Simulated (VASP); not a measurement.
# C (P6_3/mmc) in VASP: further runs

Runs on C. Level: PBEsol+D3(BJ). Tasks: single point.

All numbers are computed with VASP 6.6.1; they aren't measurements. Logs are shortened: lines on timing, memory, paths and dates and some standing lists are left out, and cuts for length are marked.

## (1) The cell of the first run

Symmetry: P6_3/mmc, No. 194, hexagonal system. Conventional cell: a = 2.342 Å, b = 2.342 Å, c = 7.073 Å, α = 90.00°, β = 90.00°, γ = 120.00°. Within 1.8 Å of C (site symmetry -6m2) lie 3 C at 1.35 Å. Within 1.8 Å of C (site symmetry -6m2) lie 3 C at 1.35 Å.

## (2) Single point, PBEsol+D3(BJ) (8.40 Å³/atom)

Input file INCAR:

```
PREC = Accurate ; ENCUT = 520
EDIFF = 1E-6 ; ISMEAR = 0
SIGMA = 0.15 ; LREAL = False
LASPH = True ; NELM = 80
ALGO = Normal ; ISIF = 2
LWAVE = False ; LCHARG = False
GGA = PS ; IVDW = 12
NBANDS = 16
```

Input file KPOINTS:

```
regular mesh
0
Gamma
  21 21 8
```

Input file POSCAR:

```
C
1.0
    2.3421666914      0.0000000000      0.0000000000
   -1.1710833457      2.0283758546      0.0000000000
    0.0000000000      0.0000000000      7.0733434080
C
4
Direct
    0.0000000000      0.0000000000      0.0025000000
    0.0000000000      0.0000000000      0.5025000000
    0.3333333333      0.6666666667      0.0025000000
    0.6666666667      0.3333333333      0.5025000000
```

Potentials or basis: VASP PAW PBE potentials, release 64 (C).

On the command line:

```console
> cat potpaw_PBE.64/C/POTCAR > POTCAR
> mpirun -np 1 vasp_std > vasp.out
```

OUTCAR:

```text
PREC = Accurate
   ENCUT = 520
   EDIFF = 1E-6
   ISMEAR = 0
   LREAL = False
   LASPH = True
   NELM = 80
   ISIF = 2
   GGA = PS
   IVDW = 12
 IVDW          = 12

 ion  position               nearest neighbor table
   1  0.000  0.000  0.002-   3 1.35   3 1.35   3 1.35
   2  0.000  0.000  0.502-   4 1.35   4 1.35   4 1.35
   3  0.333  0.667  0.002-   1 1.35   1 1.35   1 1.35
   4  0.667  0.333  0.502-   2 1.35   2 1.35   2 1.35

  LATTYP: Found a hexagonal cell.
 ALAT       =     2.3421666914
 C/A-ratio  =     3.0200000000

  Lattice vectors:

 A1 = (   2.3421666914,   0.0000000000,   0.0000000000)
 A2 = (  -1.1710833457,   2.0283758546,   0.0000000000)
 A3 = (   0.0000000000,   0.0000000000,   7.0733434080)

Analysis of symmetry for initial positions (statically):
=====================================================================
 Subroutine PRICEL returns:
 Original cell was already a primitive cell.

 Routine SETGRP: Setting up the symmetry group for a
 hexagonal supercell.

 Subroutine GETGRP returns: Found 24 space group operations
 (whereof  6 operations were pure point group operations)
 out of a pool of 24 trial point group operations.

The static configuration has the point symmetry C_3v.
 The point group associated with its full space group is D_6h.

Analysis of symmetry for dynamics (positions and initial velocities):
=====================================================================
 Subroutine PRICEL returns:
 Original cell was already a primitive cell.

 Routine SETGRP: Setting up the symmetry group for a
 hexagonal supercell.

 Subroutine GETGRP returns: Found 24 space group operations
 (whereof  6 operations were pure point group operations)
 out of a pool of 24 trial point group operations.

The dynamic configuration has the point symmetry C_3v.
 The point group associated with its full space group is D_6h.

 Subroutine INISYM returns: Found 24 space group operations
 (whereof  6 operations are pure point group operations),
 and found     1 'primitive' translations

----------------------------------------------------------------------------------------

                                     Primitive cell

  volume of cell :      33.6040

  direct lattice vectors                    reciprocal lattice vectors
     2.342166691  0.000000000  0.000000000     0.426955094  0.246502638  0.000000000
    -1.171083346  2.028375855  0.000000000     0.000000000  0.493005277  0.000000000
     0.000000000  0.000000000  7.073343408     0.000000000  0.000000000  0.141375859

  length of vectors
     2.342166691  2.342166691  7.073343408     0.493005277  0.493005277  0.141375859

  position of ions in fractional coordinates (direct lattice)
     0.000000000  0.000000000  0.002500000
     0.000000000  0.000000000  0.502500000
     0.333333333  0.666666667  0.002500000
     0.666666667  0.333333333  0.502500000

  ion indices of the primitive-cell ions
   primitive index   ion index
                 1           1
                 2           2
                 3           3
                 4           4

----------------------------------------------------------------------------------------

 KPOINTS: regular mesh

Automatic generation of k-mesh.
 Grid dimensions read from file:
 generate k-points for:   21   21    8

 Generating k-lattice:

  Cartesian coordinates                     Fractional coordinates (reciprocal lattice)
     0.020331195  0.011738221  0.000000000     0.047619048 -0.000000000  0.000000000
     0.000000000  0.023476442  0.000000000     0.000000000  0.047619048  0.000000000
     0.000000000  0.000000000  0.017671982     0.000000000  0.000000000  0.125000000

  Length of vectors
     0.023476442  0.023476442  0.017671982

  Shift w.r.t. Gamma in fractional coordinates (k-lattice)
     0.000000000  0.000000000  0.000000000

 Subroutine IBZKPT returns following result:
 ===========================================

 Found    240 irreducible k-points:

 Following reciprocal coordinates:
            Coordinates               Weight
  0.000000  0.000000  0.000000      1.000000
  0.047619  0.000000  0.000000      6.000000
  0.095238  0.000000  0.000000      6.000000
  0.142857  0.000000  0.000000      6.000000
  0.190476  0.000000  0.000000      6.000000
  0.238095  0.000000  0.000000      6.000000
[... 16 lines left out ...]
  0.142857  0.095238  0.000000     12.000000
  0.190476  0.095238  0.000000     12.000000
 [... further k-points ...]
   k-points           NKPTS =    240   k-points in BZ     NKDIM =    240   number of bands    NBANDS=     16
   number of dos      NEDOS =    301   number of ions     NIONS =      4
   total plane-waves  NPLWV =  17496
   dimension x,y,z NGX =    18 NGY =   18 NGZ =   54
   dimension x,y,z NGXF=    36 NGYF=   36 NGZF=  108
   ions per type =               4
   NGX,Y,Z   is equivalent  to a cutoff of  12.78, 12.78, 12.69 a.u.
   NGXF,Y,Z  is equivalent  to a cutoff of  25.55, 25.55, 25.38 a.u.
 SYSTEM =  unknown system
   PREC   = accura    normal or accurate (medium, high low for compatibility)
   ISTART =      0    job   : 0-new  1-cont  2-samecut
   ICHARG =      2    charge: 1-file 2-atom 10-const
   ISPIN  =      1    spin polarized calculation?
   LNONCOLLINEAR =      F non collinear calculations
   LSORBIT =      F    spin-orbit coupling
   LASPH  =      T    aspherical Exc in radial PAW
   ENCUT  =  520.0 eV  38.22 Ry    6.18 a.u.   4.35  4.35 13.15*2*pi/ulx,y,z
   NELM   =     80;   NELMIN=  2; NELMDL= -5     # of ELM steps
   EDIFF  = 0.1E-05   stopping-criterion for ELM
   LREAL  =      F    real-space projection
   EDIFFG = 0.1E-04   stopping-criterion for IOM
   NSW    =      0    number of steps for IOM
   IBRION =     -1    ionic relax: 0-MD 1-quasi-New 2-CG
   NFREE  =      0    steps in history (QN), initial steepest desc. (CG)
   ISIF   =      2    stress and relaxation
   ISYM   =      2    0-nonsym 1-usesym 2-fastsym
   POTIM  = 0.5000    time-step for ionic-motion
   TEBEG  =    0.0;   TEEND  =   0.0 temperature during run
   PSTRESS=    0.0 pullay stress
   NELECT =      16.0000    total number of electrons
   NUPDOWN=      -1.0000    fix difference up-down
   EMIN   =  10.00;   EMAX   =-10.00  energy-range for DOS
   EFERMI =   0.00;   METHOD = LEGACY
   ISMEAR =     0;   SIGMA  =   0.15  broadening in eV -4-tet -1-fermi 0-gaus
   EFERMI_NEDOS =   21; number of points for ismear=-14 and -15
   IALGO  =     38    algorithm
   IMIX   =      4    mixing-type and parameters
     AMIX     =   0.40;   BMIX     =  1.00
     AMIX_MAG =   1.60;   BMIX_MAG =  1.00
  volume/ion in A,a.u.               =       8.40        56.69
  Fermi-wavevector in a.u.,A,eV,Ry     =   1.278354  2.415739 22.234494  1.634189
  Thomas-Fermi vector in A             =   2.410902
   LORBIT       =      0    0 simple, 1 ext, 2 COOP (PROOUT), +10 PAW based schemes
   GGA     = PS    functional components
   LHFCALC =     F    Hartree Fock is set to
   AEXX    =    0.0000 exact exchange contribution
   IVDW    =    12    specifies the selected vdW correction
   LEPSILON=     F    determine dielectric tensor
   LRPA    =     F    only Hartree local field effects (RPA)
 non-spin polarized calculation
 Gauss-broadening in eV      SIGMA  =   0.15
  energy-cutoff  :      520.00
  volume of cell :       33.60
 maximum number of plane-waves:       935
 NGX is ok and might be reduce to    18
   NGX =  9   NGY =  9   NGZ = 27

 number of electron      16.0000002 magnetization

 Free energy of the ion-electron system (eV)
  ---------------------------------------------------
  ext. energy  EPLUGINS =         0.00000000
  ---------------------------------------------------
  free energy    TOTEN  =       -37.84986985 eV

  energy without entropy =      -37.84895709  energy(sigma->0) =      -37.84941347

 E-fermi :   5.0743     XC(G=0): -10.4649

 val. band max:        5.0742368999   @ k =   0.3333   0.3333   0.2500
 cond. band min:       5.0798240512   @ k =   0.3333   0.3333   0.3750
 fundamental gap:      0.0055871514
 Fermi energy:         5.0742584496

 k-point     1 :       0.0000    0.0000    0.0000
  band No.  band energies     occupation
      1     -15.7482      2.00000
      2     -15.5611      2.00000
      3      -4.3412      2.00000
      4      -2.9110      2.00000
      5       2.1874      2.00000
      6       2.1874      2.00000
[... 8 lines left out ...]
     15      18.4777      0.00000
     16      18.6003      0.00000

 k-point     2 :       0.0476    0.0000    0.0000
  band No.  band energies     occupation
      1     -15.6894      2.00000
      2     -15.5029      2.00000
      3      -4.2672      2.00000
      4      -2.8401      2.00000
      5       1.9513      2.00000
      6       1.9620      2.00000
[... 8 lines left out ...]
     15      18.2376      0.00000
     16      18.3702      0.00000

 k-point     3 :       0.0952    0.0000    0.0000
  band No.  band energies     occupation
      1     -15.5128      2.00000
      2     -15.3285      2.00000
      3      -4.0458      2.00000
      4      -2.6278      2.00000
      5       1.2872      2.00000
      6       1.3046      2.00000
[... 8 lines left out ...]
     15      17.5494      0.00000
     16      17.7147      0.00000

 k-point     4 :       0.1429    0.0000    0.0000
  band No.  band energies     occupation
      1     -15.2192      2.00000
      2     -15.0384      2.00000
      3      -3.6783      2.00000
      4      -2.2762      2.00000
      5       0.2978      2.00000
      6       0.3242      2.00000
[... 8 lines left out ...]
     15      16.7024      0.00000
     16      16.7242      0.00000
[... 324 lines left out ...]
 k-point    22 :       0.0952    0.0952    0.0000
  band No.  band energies     occupation
      1     -15.0433      2.00000
      2     -14.8648      2.00000
      3      -3.4587      2.00000
      4      -2.0663      2.00000
      5      -0.0454      2.00000
      6      -0.0289      2.00000
[... 8 lines left out ...]
     15      16.8714      0.00000
     16      16.9059      0.00000

 k-point    23 :       0.1429    0.0952    0.0000
  band No.  band energies     occupation
      1     -14.6344      2.00000
      2     -14.4607      2.00000
      3      -2.9495      2.00000
      4      -1.5812      2.00000
      5      -1.0573      2.00000
      6      -1.0300      2.00000
[... 8 lines left out ...]
     15      17.8581      0.00000
     16      17.9152      0.00000

 k-point    24 :       0.1905    0.0952    0.0000
  band No.  band energies     occupation
      1     -14.1110      2.00000
      2     -13.9436      2.00000
      3      -2.3020      2.00000
      4      -2.2570      2.00000
      5      -2.2145      2.00000
      6      -0.9671      2.00000
[... 8 lines left out ...]
     15      19.0404      0.00000
     16      19.1807      0.00000

 [... further k-points ...]

------------------------ aborting loop because EDIFF is reached ----------------------------------------

 Edisp (eV)   -0.39058

 E8    (eV) :    -0.1898

  FORCE on cell =-STRESS in cart. coord.  units (eV):
  Direction    XX          YY          ZZ          XY          YZ          ZX
  --------------------------------------------------------------------------------------
  -------------------------------------------------------------------------------------
  Total      15.69608    15.69608    -0.39879     0.00000     0.00000     0.00000
  in kB     748.36060   748.36060   -19.01373     0.00000     0.00000     0.00000
  external pressure =      492.57 kB  Pullay stress =        0.00 kB

 VOLUME and BASIS-vectors are now :
 -----------------------------------------------------------------------------
  energy-cutoff  :      520.00
  volume of cell :       33.60
      direct lattice vectors                 reciprocal lattice vectors
     2.342166691  0.000000000  0.000000000     0.426955094  0.246502638  0.000000000
    -1.171083346  2.028375855  0.000000000     0.000000000  0.493005277  0.000000000
     0.000000000  0.000000000  7.073343408     0.000000000  0.000000000  0.141375859

 POSITION                                       TOTAL-FORCE (eV/Angst)
 -----------------------------------------------------------------------------------
      0.00000      0.00000      0.01768        -0.000000      0.000000      0.000000
      0.00000      0.00000      3.55436         0.000000     -0.000000      0.000000
     -0.00000      1.35225      0.01768         0.000000     -0.000000      0.000000
      1.17108      0.67613      3.55436        -0.000000      0.000000     -0.000000
 -----------------------------------------------------------------------------------
    total drift:                                0.000000      0.000000     -0.000022

  FREE ENERGIE OF THE ION-ELECTRON SYSTEM (eV)
  ---------------------------------------------------
  free  energy   TOTEN  =       -38.2404454239 eV

  energy  without entropy=      -38.2395326719  energy(sigma->0) =      -38.23998905
```

It took 3 min on 1 thread of Intel Xeon 8259CL, shared host; peak memory 0.23 GiB.

Results:

```yaml
Free_energy: -38.2404 eV
Pressure: 49.3 GPa
Band_gap_on_the_k_mesh: zero (bands 8 and 9 overlap by 0.01 eV)
Dispersion_energy_per_atom: -0.098 eV
```

Caveat: the cell stands under pressure; the PAW data sets were made with another functional, which shifts forces and pressure a little.

(Continued in part 2 of 2.)
